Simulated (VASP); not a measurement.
# Ga4TeN3 (a cell with a defect) in VASP: single point with PBEsol

Aim: the single point of Ga4TeN3 (a cell with a defect) with PBEsol.

Everything below comes from runs of VASP 6.6.1. Logs are shortened: lines on timing, memory, paths and dates and some standing lists are left out, and cuts for length are marked.

## 1. The cell of the first run

The cell holds a defect, 16 atoms: a = 8.996 Å, b = 4.498 Å, c = 4.498 Å, α = 90.00°, β = 90.00°, γ = 90.00°.

## 2. Single point, PBEsol, collinear spin

The input, INCAR:

```
  PREC = Accurate
  ENCUT = 520
  EDIFF = 1E-7
  ISMEAR = -1
  SIGMA = 0.05
  LREAL = Auto
  LASPH = T
  NELM = 150
  ALGO = Normal
  ISIF = 2
  LWAVE = F
  LCHARG = F
  ISPIN = 2
  MAGMOM = 0 0.125 0.125 0.125 0.125 0.125 0 0.125 0 0 0 0 0 0 0.125 0.125
  LORBIT = 11
  GGA = PS
  NBANDS = 91
  NELECT = 145.0
```

The input, KPOINTS:

```
Automatic mesh
0
Gamma
  2 2 2
```

The input, POSCAR:

```
Ga4TeN3
1.0
    8.9962420000      0.0000000000      0.0000000000
    0.0000000000      4.4981210000      0.0000000000
    0.0000000000      0.0000000000      4.4981210000
Ga N Te
8 6 2
Direct
    0.9939800000      0.0127950000      0.9972250000
    0.5052510000      0.0346470000      0.9997130000
    0.2538470000      0.4908150000      0.0147490000
    0.7542860000      0.5071560000      0.9937230000
    0.2464330000      0.0233240000      0.4976360000
    0.7443650000      0.9757970000      0.5173960000
    0.0199530000      0.4905610000      0.4805980000
    0.4931010000      0.4918800000      0.4949410000
    0.1185680000      0.2614360000      0.2705960000
    0.8599000000      0.7576930000      0.2562710000
    0.3658970000      0.2430200000      0.7540260000
    0.8775490000      0.2514060000      0.7293750000
    0.1297080000      0.7417780000      0.7485850000
    0.6299080000      0.7512990000      0.7309600000
    0.6393370000      0.2689470000      0.2576690000
    0.3889800000      0.7618840000      0.2348480000
```

Potentials or basis: VASP PAW PBE potentials, release 64 (Ga_d, N, Te).

Command:

```bash
cat potpaw_PBE.64/Ga_d/POTCAR potpaw_PBE.64/N/POTCAR potpaw_PBE.64/Te/POTCAR > POTCAR
mpirun -np 1 vasp_std > vasp.out
```

OUTCAR:

```text
PREC = Accurate
   ENCUT = 520
   EDIFF = 1E-7
   ISMEAR = -1
   LREAL = Auto
   LASPH = T
   NELM = 150
   ISIF = 2
   ISPIN = 2
   LORBIT = 11
   GGA = PS
   NELECT = 145.0

 ion  position               nearest neighbor table
   1  0.994  0.013  0.997-  12 1.92   9 2.00  10 2.03  13 2.06
   2  0.505  0.035  1.000-  11 1.92  16 1.93  15 1.98  14 2.08
   3  0.254  0.491  0.015-  11 1.91   9 1.97  16 1.99  13 1.99
   4  0.754  0.507  0.994-  10 1.89  15 1.90  14 1.96  12 1.99
   5  0.246  0.023  0.498-  11 1.86   9 1.87  13 2.00  16 2.10
   6  0.744  0.976  0.517-  14 1.73  10 1.85  12 1.97  15 2.00
   7  0.020  0.491  0.481-   9 1.66  13 1.92  12 2.01  10 2.13
   8  0.493  0.492  0.495-  16 1.93  15 1.97  11 1.98  14 2.00
   9  0.119  0.261  0.271-   7 1.66   5 1.87   3 1.97   1 2.00
  10  0.860  0.758  0.256-   6 1.85   4 1.89   1 2.03   7 2.13
  11  0.366  0.243  0.754-   5 1.86   3 1.91   2 1.92   8 1.98
  12  0.878  0.251  0.729-   1 1.92   6 1.97   4 1.99   7 2.01
  13  0.130  0.742  0.749-   7 1.92   3 1.99   5 2.00   1 2.06
  14  0.630  0.751  0.731-   6 1.73   4 1.96   8 2.00   2 2.08
  15  0.639  0.269  0.258-   4 1.90   8 1.97   2 1.98   6 2.00  16 3.16  16 3.21
  16  0.389  0.762  0.235-   2 1.93   8 1.93   3 1.99   5 2.10  15 3.16  15 3.21

  LATTYP: Found a simple tetragonal cell.
 ALAT       =     4.4981210000
 C/A-ratio  =     2.0000000000

  Lattice vectors:

 A1 = (   0.0000000000,   4.4981210000,   0.0000000000)
 A2 = (   0.0000000000,   0.0000000000,   4.4981210000)
 A3 = (   8.9962420000,   0.0000000000,   0.0000000000)

Analysis of symmetry for initial positions (statically):
=====================================================================
 Subroutine PRICEL returns:
 Original cell was already a primitive cell.

 Routine SETGRP: Setting up the symmetry group for a
 simple tetragonal supercell.

 Subroutine GETGRP returns: Found  1 space group operations
 (whereof  1 operations were pure point group operations)
 out of a pool of 16 trial point group operations.

The static configuration has the point symmetry C_1 .

Analysis of symmetry for dynamics (positions and initial velocities):
=====================================================================
 Subroutine PRICEL returns:
 Original cell was already a primitive cell.

 Routine SETGRP: Setting up the symmetry group for a
 simple tetragonal supercell.

 Subroutine GETGRP returns: Found  1 space group operations
 (whereof  1 operations were pure point group operations)
 out of a pool of 16 trial point group operations.
[... 170 lines left out ...]
  ext. energy  EPLUGINS =         0.00000000
  ---------------------------------------------------
  free energy    TOTEN  =       -67.87487257 eV

  energy without entropy =      -67.86657841  energy(sigma->0) =      -67.87072549

 E-fermi :  10.9911     XC(G=0): -12.4623

 val. band max:       10.8815752254   @ k =   0.5000   0.0000   0.0000
 cond. band min:      11.1015448835   @ k =   0.0000   0.5000   0.5000
 fundamental gap:      0.2199696581
 Fermi energy:        10.9910790247

 spin component 1

 k-point     1 :       0.0000    0.0000    0.0000
  band No.  band energies     occupation
      1      -9.8668      1.00000
      2      -9.2000      1.00000
      3      -8.3050      1.00000
      4      -8.1117      1.00000
      5      -8.0139      1.00000
      6      -8.0049      1.00000
[... 685 lines left out ...]
     83      15.5610      0.00000
     84      15.6417      0.00000
 Fermi energy:        10.9910790247

 spin component 2

 k-point     1 :       0.0000    0.0000    0.0000
  band No.  band energies     occupation
      1      -9.8668      1.00000
      2      -9.2000      1.00000
      3      -8.3050      1.00000
      4      -8.1117      1.00000
      5      -8.0139      1.00000
      6      -8.0049      1.00000
[... 685 lines left out ...]
     83      15.5610      0.00000
     84      15.6417      0.00000
 [bands above 84 left out]

------------------------ aborting loop because EDIFF is reached ----------------------------------------

  FORCE on cell =-STRESS in cart. coord.  units (eV):
  Direction    XX          YY          ZZ          XY          YZ          ZX
  --------------------------------------------------------------------------------------
  -------------------------------------------------------------------------------------
  Total       88.0515085     96.8908849     85.5393077      6.2722306    -13.7176594     -6.5595350
  in kB      775.0397657    852.8450000    752.9270778     55.2089141   -120.7444564    -57.7378008
  external PRESSURE =     793.6039478 kB  Pullay stress =       0.0000000 kB

 VOLUME and BASIS-vectors are now :
 -----------------------------------------------------------------------------
  energy-cutoff  :      520.00
  volume of cell :      182.02
      direct lattice vectors                 reciprocal lattice vectors
     8.996242000  0.000000000  0.000000000     0.111157526  0.000000000  0.000000000
     0.000000000  4.498121000  0.000000000     0.000000000  0.222315051  0.000000000
     0.000000000  0.000000000  4.498121000     0.000000000  0.000000000  0.222315051

 POSITION                                       TOTAL-FORCE (eV/Angst)
 -----------------------------------------------------------------------------------
      8.94208      0.05755      4.48564         0.160211     -1.087998      0.060892
      4.54536      0.15585      4.49683         1.202591      2.164110    -19.860641
      2.28367      2.20775      0.06634       -10.530337     -8.112929     -8.070588
      6.78574      2.28125      4.46989        11.700439     11.028224    -13.185004
      2.21697      0.10491      2.23843        -6.713439      3.308976      5.764463
      6.69649      4.38925      2.32731         9.427047     -6.286614      6.617289
[... 8 lines left out ...]
      5.75163      1.20976      1.15903         3.247754     -2.528470      4.240371
      3.49936      3.42705      1.05637        -6.695188      3.574999      1.326942
 -----------------------------------------------------------------------------------
    total drift:                               -0.001006      0.003542     -0.005827

  FREE ENERGIE OF THE ION-ELECTRON SYSTEM (eV)
  ---------------------------------------------------
  free  energy   TOTEN  =       -67.8748725727 eV

  energy  without entropy=      -67.8665784073  energy(sigma->0) =      -67.87072549

 total charge

# of ion       s       p       d       tot
------------------------------------------
    1        0.775   0.813  10.138  11.726
    2        0.994   1.505  10.278  12.777
    3        0.884   1.171  10.223  12.278
    4        0.909   1.248  10.250  12.406
    5        0.862   1.138  10.231  12.231
    6        0.907   1.313  10.318  12.538
[... 8 lines left out ...]
   15        1.446   2.920   0.269   4.635
   16        1.432   2.889   0.257   4.578
--------------------------------------------------
tot         17.409  30.549  82.496 130.453

 magnetization (x)

# of ion       s       p       d       tot
------------------------------------------
    1       -0.000  -0.000  -0.000  -0.000
    2       -0.000   0.000  -0.000  -0.000
    3        0.000   0.000  -0.000  -0.000
    4       -0.000   0.000  -0.000  -0.000
    5        0.000  -0.000   0.000   0.000
    6        0.000   0.000   0.000   0.000
[... 8 lines left out ...]
   15        0.000   0.000  -0.000   0.000
   16        0.000   0.000  -0.000   0.000
--------------------------------------------------
tot          0.000   0.000   0.000   0.000
```

stdout:

```text
POSCAR found type information on POSCAR GaN Te
 POSCAR found :  3 types and      16 ions
 scaLAPACK will be used
 -----------------------------------------------------------------------------
|                                                                             |
|                                                                             |
|     You enforced a specific xc type in the INCAR file but a different       |
|     I HOPE YOU KNOW WHAT YOU ARE DOING!                                     |
|                                                                             |
 -----------------------------------------------------------------------------

 LDA part: xc-table for (Slater+PW92), standard interpolation
 POSCAR, INCAR and KPOINTS ok, starting setup
 FFT: planning ... GRIDC
 FFT: planning ... GRID_SOFT
 FFT: planning ... GRID
 WAVECAR not read
 entering main loop
 the old and the new charge density differ
 old charge density:   146.00000 new  145.00000
    0.309E+01
```

Run time: 13 min. Hardware: 1 thread of Intel Xeon Platinum 8259CL at 2.50GHz (Skylake/Cascade Lake), shared host; peak memory 0.45 GiB.

What came out:

* Free energy: -67.8749 eV
* Largest force: 20.870 eV/Å
* Net moment: 0.00 μB per cell
* Valence electrons inside the program's atomic spheres: Ga 11.73, 12.78, 12.28, 12.41, 12.23, 12.54, 12.08 (each value once); N 3.82, 3.71, 3.76, 3.69, 3.67 (each value once); Te 4.63, 4.58

Forces in eV/Å, atoms in the order of the input:
```
Ga    0.160  -1.088   0.061
Ga    1.203   2.164 -19.861
Ga  -10.530  -8.113  -8.071
Ga   11.700  11.028 -13.185
Ga   -6.713   3.309   5.764
Ga    9.427  -6.287   6.617
Ga   -5.362   4.448   3.981
Ga   -1.132  -2.979  20.626
N     3.348  -3.644  -4.878
N     3.096  -0.367  -1.023
N     0.930   0.979  -0.124
N     0.181   0.363   0.829
N    -0.128   0.810   0.595
N    -2.732  -1.671   3.101
Te    3.248  -2.528   4.240
Te   -6.695   3.575   1.327
```

Caveat: the k points lie up to 0.70 Å⁻¹ apart; the cell carries a net charge on a neutralising background, which shifts energy and pressure; the cell is charged against a uniform background, so pressure and absolute levels hang on convention; the PAW data sets were made with another functional, which shifts forces and pressure a little; spin-orbit coupling is left out, which moves the levels of the heavy elements.
